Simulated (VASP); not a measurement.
A run of VASP 6.6.1 is set up as follows.

Contents of INCAR:

```
PREC = Accurate
ENCUT = 520
EDIFF = 1E-6
ISMEAR = 0
SIGMA = 0.05
LREAL = F
LASPH = T
NELM = 60
ALGO = Normal
ISIF = 2
LWAVE = F
LCHARG = T
GGA = RP
IVDW = 13
LELF = T
LVHAR = T
NBANDS = 16
```

The input KPOINTS:

```
Automatic mesh
0
Gamma
  10 10 10
```

The input POSCAR:

```
GaN
1.0
    0.0000000000      2.1256529294      2.1256529294
    2.1256529294      0.0000000000      2.1256529294
    2.1256529294      2.1256529294      0.0000000000
Ga N
1 1
Direct
    0.5000000000      0.5000000000      0.5000000000
    0.0000000000      0.0000000000      0.0000000000
```

Potentials or basis: VASP PAW PBE potentials, release 64 (Ga_d, N).

Run with:

```bash
$ cat potpaw_PBE.64/Ga_d/POTCAR potpaw_PBE.64/N/POTCAR > POTCAR
$ mpirun -np 1 vasp_std > vasp.out
```

**Question.** Estimate the band gap on the k mesh.

**Answer.** 0.61 eV, indirect (least direct gap 2.54 eV).

**Question.** Predict the dispersion energy per atom.

**Answer.** -0.934 eV.

 A k mesh can miss the band edges.
